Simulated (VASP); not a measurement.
# AlNi (Cm) in VASP: single point with PBE

Aim: the single point of AlNi with PBE.

Program: VASP 6.6.1. These are calculated values, not measurements. Logs are shortened: lines on timing, memory, paths and dates and some standing lists are left out, and cuts for length are marked.

### Step 1. The cell of the first run

The structure is monoclinic, space group Cm (No. 8). Conventional cell: a = 4.729 Å, b = 2.731 Å, c = 4.210 Å, α = 90.00°, β = 111.98°, γ = 90.00°. Within 3.2 Å of Al (site symmetry m) lie 6 Ni at 2.46 to 2.56 Å and 6 Al at 2.73 Å. Ni (site symmetry m) has 6 Al at 2.46 to 2.56 Å and 6 Ni at 2.73 Å within 3.2 Å.

### Step 2. Single point, PBE

The input, INCAR:

```
SYSTEM = AlNi
ALGO = Fast ; EDIFF = 1E-6
ENCUT = 520 ; GGA = PE
ISIF = 2 ; ISMEAR = 0
LASPH = .True. ; LCHARG = .False.
LREAL = .False. ; LWAVE = .False.
NBANDS = 14 ; NELM = 100
PREC = Accurate ; SIGMA = 0.15
```

The input, KPOINTS:

```
k-points
0
Gamma
  24 24 26
  0 0 0
```

The input, POSCAR:

```
AlNi
1.0
    2.3639728847     -1.3653627903     -0.0544045528
    2.3639728847      1.3653627903     -0.0544045528
   -1.4855378209      0.0000000000      3.9390445834
Al Ni
1 1
Direct
    0.0000000000      0.0000000000      0.0000000000
    0.5099634191      0.5099634191      0.5099634191
```

Potentials or basis: VASP PAW PBE potentials, release 64 (Al, Ni).

Launch:

```console
cat potpaw_PBE.64/Al/POTCAR potpaw_PBE.64/Ni/POTCAR > POTCAR
mpirun -np 1 vasp_std > vasp.out
```

OUTCAR:

```text
SYSTEM = AlNi
   EDIFF = 1E-6
   ENCUT = 520
   GGA = PE
   ISIF = 2
   ISMEAR = 0
   LASPH = .True.
   LREAL = .False.
   NELM = 100
   PREC = Accurate

 ion  position               nearest neighbor table
   1  0.000  0.000  0.000-   2 2.46   2 2.49   2 2.49   2 2.53   2 2.53   2 2.56
   2  0.510  0.510  0.510-   1 2.46   1 2.49   1 2.49   1 2.53   1 2.53   1 2.56

  LATTYP: Found a base centered monoclinic cell.
 ALAT       =     4.7291976719
 B/A-ratio  =     0.5774183635
 C/A-ratio  =     0.8901841623
 COS(beta)  =    -0.3743058093

  Lattice vectors:

 A1 = (   2.3639728847,  -1.3653627903,  -0.0544045528)
 A2 = (   2.3639728847,   1.3653627903,  -0.0544045528)
 A3 = (  -1.4855378209,   0.0000000000,   3.9390445834)

Analysis of symmetry for initial positions (statically):
=====================================================================
 Subroutine PRICEL returns:
 Original cell was already a primitive cell.

 Routine SETGRP: Setting up the symmetry group for a
 base centered monoclinic supercell.

 Subroutine GETGRP returns: Found  2 space group operations
 (whereof  2 operations were pure point group operations)
 out of a pool of  4 trial point group operations.

The static configuration has the point symmetry C_1h.

Analysis of symmetry for dynamics (positions and initial velocities):
=====================================================================
 Subroutine PRICEL returns:
 Original cell was already a primitive cell.

 Routine SETGRP: Setting up the symmetry group for a
 base centered monoclinic supercell.

 Subroutine GETGRP returns: Found  2 space group operations
 (whereof  2 operations were pure point group operations)
 out of a pool of  4 trial point group operations.

The dynamic configuration has the point symmetry C_1h.

 Subroutine INISYM returns: Found  2 space group operations
 (whereof  2 operations are pure point group operations),
 and found     1 'primitive' translations

----------------------------------------------------------------------------------------

                                     Primitive cell

  volume of cell :      25.2073

  direct lattice vectors                    reciprocal lattice vectors
     2.363972885 -1.365362790 -0.054404553     0.213360169 -0.366203037  0.080464842
     2.363972885  1.365362790 -0.054404553     0.213360169  0.366203037  0.080464842
    -1.485537821  0.000000000  3.939044583     0.005893695  0.000000000  0.256091366

  length of vectors
     2.730484060  2.730484060  4.209856868     0.431395198  0.431395198  0.256159176

  position of ions in fractional coordinates (direct lattice)
     0.000000000  0.000000000  0.000000000
     0.509963419  0.509963419  0.509963419

  ion indices of the primitive-cell ions
   primitive index   ion index
                 1           1
                 2           2

----------------------------------------------------------------------------------------

 KPOINTS: k-points

Automatic generation of k-mesh.
 Grid dimensions read from file:
 generate k-points for:   24   24   26

 Generating k-lattice:

  Cartesian coordinates                     Fractional coordinates (reciprocal lattice)
     0.008890007 -0.015258460  0.003352702     0.041666667  0.000000000  0.000000000
     0.008890007  0.015258460  0.003352702     0.000000000  0.041666667  0.000000000
     0.000226681  0.000000000  0.009849668    -0.000000000 -0.000000000  0.038461538

  Length of vectors
     0.017974800  0.017974800  0.009852276

  Shift w.r.t. Gamma in fractional coordinates (k-lattice)
     0.000000000  0.000000000  0.000000000

 Subroutine IBZKPT returns following result:
 ===========================================

 Found   3914 irreducible k-points:

 Following reciprocal coordinates:
            Coordinates               Weight
  0.000000  0.000000  0.000000      1.000000
  0.041667 -0.000000 -0.000000      4.000000
  0.083333  0.000000 -0.000000      4.000000
  0.125000 -0.000000 -0.000000      4.000000
  0.166667 -0.000000 -0.000000      4.000000
  0.208333 -0.000000 -0.000000      4.000000
[... 16 lines left out ...]
  0.416667  0.041667 -0.000000      4.000000
  0.458333  0.041667 -0.000000      4.000000
 [... further k-points ...]
   k-points           NKPTS =   3914   k-points in BZ     NKDIM =   3914   number of bands    NBANDS=     14
   number of dos      NEDOS =    301   number of ions     NIONS =      2
   total plane-waves  NPLWV =  12800
   dimension x,y,z NGX =    20 NGY =   20 NGZ =   32
   dimension x,y,z NGXF=    40 NGYF=   40 NGZF=   64
   ions per type =               1   1
   NGX,Y,Z   is equivalent  to a cutoff of  12.18, 12.18, 12.64 a.u.
   NGXF,Y,Z  is equivalent  to a cutoff of  24.35, 24.35, 25.27 a.u.
 SYSTEM =  AlNi
   PREC   = accura    normal or accurate (medium, high low for compatibility)
   ISTART =      0    job   : 0-new  1-cont  2-samecut
   ICHARG =      2    charge: 1-file 2-atom 10-const
   ISPIN  =      1    spin polarized calculation?
   LNONCOLLINEAR =      F non collinear calculations
   LSORBIT =      F    spin-orbit coupling
   LASPH  =      T    aspherical Exc in radial PAW
   ENCUT  =  520.0 eV  38.22 Ry    6.18 a.u.   5.08  5.08  7.83*2*pi/ulx,y,z
   NELM   =    100;   NELMIN=  2; NELMDL= -5     # of ELM steps
   EDIFF  = 0.1E-05   stopping-criterion for ELM
   LREAL  =      F    real-space projection
   EDIFFG = 0.1E-04   stopping-criterion for IOM
   NSW    =      0    number of steps for IOM
   IBRION =     -1    ionic relax: 0-MD 1-quasi-New 2-CG
   NFREE  =      0    steps in history (QN), initial steepest desc. (CG)
   ISIF   =      2    stress and relaxation
   ISYM   =      2    0-nonsym 1-usesym 2-fastsym
   POTIM  = 0.5000    time-step for ionic-motion
   TEBEG  =    0.0;   TEEND  =   0.0 temperature during run
   PSTRESS=    0.0 pullay stress
   NELECT =      13.0000    total number of electrons
   NUPDOWN=      -1.0000    fix difference up-down
   EMIN   =  10.00;   EMAX   =-10.00  energy-range for DOS
   EFERMI =   0.00;   METHOD = LEGACY
   ISMEAR =     0;   SIGMA  =   0.15  broadening in eV -4-tet -1-fermi 0-gaus
   EFERMI_NEDOS =   21; number of points for ismear=-14 and -15
   IALGO  =     68    algorithm
   IMIX   =      4    mixing-type and parameters
     AMIX     =   0.40;   BMIX     =  1.00
     AMIX_MAG =   1.60;   BMIX_MAG =  1.00
  volume/ion in A,a.u.               =      12.60        85.05
  Fermi-wavevector in a.u.,A,eV,Ry     =   1.312847  2.480921 23.450552  1.723567
  Thomas-Fermi vector in A             =   2.443211
   LORBIT       =      0    0 simple, 1 ext, 2 COOP (PROOUT), +10 PAW based schemes
   GGA     = PE    functional components
   LHFCALC =     F    Hartree Fock is set to
   AEXX    =    0.0000 exact exchange contribution
   IVDW    =     0    specifies the selected vdW correction
   LEPSILON=     F    determine dielectric tensor
   LRPA    =     F    only Hartree local field effects (RPA)
 non-spin polarized calculation
 RMM-DIIS sequential band-by-band and
 Gauss-broadening in eV      SIGMA  =   0.15
  energy-cutoff  :      520.00
  volume of cell :       25.21
 maximum number of plane-waves:       695
   NGX = 11   NGY = 11   NGZ = 15

 number of electron      13.0000002 magnetization

 Free energy of the ion-electron system (eV)
  ---------------------------------------------------
  ext. energy  EPLUGINS =         0.00000000
  ---------------------------------------------------
  free energy    TOTEN  =       -10.04934681 eV

  energy without entropy =      -10.04065084  energy(sigma->0) =      -10.04499883

 E-fermi :   9.1771     XC(G=0): -11.7928

 val. band max:        9.1765437511   @ k =  -0.3333   0.3750   0.3462
 cond. band min:       9.1784295338   @ k =   0.4583   0.2083   0.1538
 fundamental gap:      0.0018857827
 Fermi energy:         9.1770717635

 k-point     1 :       0.0000    0.0000    0.0000
  band No.  band energies     occupation
      1      -1.5888      2.00000
      2       5.6307      2.00000
      3       7.4797      2.00000
      4       7.5196      2.00000
      5       7.5306      2.00000
      6       7.8917      2.00000
      7       7.8920      2.00000
      8      11.8342      0.00000
      9      23.4991      0.00000
     10      23.5108      0.00000
     11      23.7181      0.00000
     12      23.7239      0.00000
     13      26.2946      0.00000
     14      28.4153      0.00000

 k-point     2 :       0.0417   -0.0000   -0.0000
  band No.  band energies     occupation
      1      -1.5404      2.00000
      2       5.6530      2.00000
      3       7.3178      2.00000
      4       7.5242      2.00000
      5       7.5400      2.00000
      6       7.8861      2.00000
      7       8.0724      2.00000
      8      11.8669      0.00000
      9      22.3207      0.00000
     10      22.8206      0.00000
     11      24.0245      0.00000
     12      24.4877      0.00000
     13      26.7022      0.00000
     14      27.5309      0.00000

 k-point     3 :       0.0833    0.0000   -0.0000
  band No.  band energies     occupation
      1      -1.3954      2.00000
      2       5.7171      2.00000
      3       7.0854      2.00000
      4       7.4830      2.00000
      5       7.5892      2.00000
      6       7.8709      2.00000
      7       8.3920      2.00000
      8      11.9672      0.00000
      9      20.7403      0.00000
     10      22.1172      0.00000
     11      23.7299      0.00000
     12      25.3945      0.00000
     13      25.6736      0.00000
     14      27.0878      0.00000

 k-point     4 :       0.1250   -0.0000   -0.0000
  band No.  band energies     occupation
      1      -1.1549      2.00000
      2       5.8132      2.00000
      3       6.8807      2.00000
      4       7.4131      2.00000
      5       7.6686      2.00000
      6       7.8500      2.00000
      7       8.7406      1.99996
      8      12.1409      0.00000
      9      19.1265      0.00000
     10      21.4937      0.00000
     11      23.1745      0.00000
     12      24.2706      0.00000
     13      25.7976      0.00000
     14      26.7232      0.00000

 k-point     5 :       0.1667   -0.0000   -0.0000
  band No.  band energies     occupation
      1      -0.8206      2.00000
      2       5.9191      2.00000
      3       6.7291      2.00000
      4       7.3250      2.00000
      5       7.7480      2.00000
      6       7.8496      2.00000
      7       9.0927      1.57349
      8      12.3903      0.00000
      9      17.5651      0.00000
     10      20.9506      0.00000
     11      22.4071      0.00000
[... 276 lines left out ...]
 k-point    22 :       0.3750    0.0417   -0.0000
  band No.  band energies     occupation
      1       1.8137      2.00000
      2       5.8574      2.00000
      3       6.6662      2.00000
      4       6.9861      2.00000
      5       7.5867      2.00000
      6       8.4806      2.00000
      7      10.4086      0.00000
      8      11.1338      0.00000
      9      15.7137      0.00000
     10      17.2140      0.00000
     11      18.8196      0.00000
     12      21.1278      0.00000
     13      21.5487      0.00000
     14      25.0104      0.00000

 k-point    23 :       0.4167    0.0417   -0.0000
  band No.  band energies     occupation
      1       2.5645      2.00000
      2       5.8255      2.00000
      3       6.4672      2.00000
      4       6.9001      2.00000
      5       7.5540      2.00000
      6       8.5981      2.00000
      7      10.2782      0.00000
      8      10.8970      0.00000
      9      16.1677      0.00000
     10      16.4345      0.00000
     11      18.7348      0.00000
     12      20.7508      0.00000
     13      21.2948      0.00000
     14      23.6543      0.00000

 k-point    24 :       0.4583    0.0417   -0.0000
  band No.  band energies     occupation
      1       3.3189      2.00000
      2       5.7990      2.00000
      3       6.0737      2.00000
      4       6.8215      2.00000
      5       7.5302      2.00000
      6       8.6829      2.00000
      7       9.8079      0.00000
      8      11.3249      0.00000
      9      15.3910      0.00000
     10      16.8761      0.00000
     11      18.8258      0.00000
     12      20.4895      0.00000
     13      21.1656      0.00000
     14      22.5220      0.00000

 [... further k-points ...]

------------------------ aborting loop because EDIFF is reached ----------------------------------------

  FORCE on cell =-STRESS in cart. coord.  units (eV):
  Direction    XX          YY          ZZ          XY          YZ          ZX
  --------------------------------------------------------------------------------------
  -------------------------------------------------------------------------------------
  Total        0.0271288     -0.0008524      0.0112862      0.0000000      0.0000000      0.0224920
  in kB        1.7243104     -0.0541802      0.7173548      0.0000000      0.0000000      1.4295920
  external PRESSURE =       0.7958283 kB  Pullay stress =       0.0000000 kB

 VOLUME and BASIS-vectors are now :
 -----------------------------------------------------------------------------
  energy-cutoff  :      520.00
  volume of cell :       25.21
      direct lattice vectors                 reciprocal lattice vectors
     2.363972885 -1.365362790 -0.054404553     0.213360169 -0.366203037  0.080464842
     2.363972885  1.365362790 -0.054404553     0.213360169  0.366203037  0.080464842
    -1.485537821  0.000000000  3.939044583     0.005893695  0.000000000  0.256091366

 POSITION                                       TOTAL-FORCE (eV/Angst)
 -----------------------------------------------------------------------------------
      0.00000      0.00000      0.00000         0.086102      0.000000      0.306979
      1.65351      0.00000      1.95328        -0.086102      0.000000     -0.306979
 -----------------------------------------------------------------------------------
    total drift:                               -0.000179      0.000000      0.000071

  FREE ENERGIE OF THE ION-ELECTRON SYSTEM (eV)
  ---------------------------------------------------
  free  energy   TOTEN  =       -10.0493468082 eV

  energy  without entropy=      -10.0406508434  energy(sigma->0) =      -10.04499883
```

Run time: 8.6 min. Hardware: 1 thread of Intel Xeon 6975P-C (Granite Rapids), shared host; peak memory 1.4 GiB.

Results:

- Free energy: -10.0493 eV
- Pressure: 0.1 GPa
- Largest force: 0.319 eV/Å
- Band gap on the k mesh: zero (an odd number of electrons rules out a gap without spin polarisation)

Forces in eV/Å, atoms in the order of the input:
```
Al   0.086  0.000  0.307
Ni  -0.086  0.000 -0.307
```

Caveat: the cell differs from its parent crystal (all Ni atoms moved -0.050 Å, as atom 2 towards its neighbour atom 1 (Al) at 2.509 Å). Spin polarisation is off, so any magnetic state and its effect on volume and gap are missing.
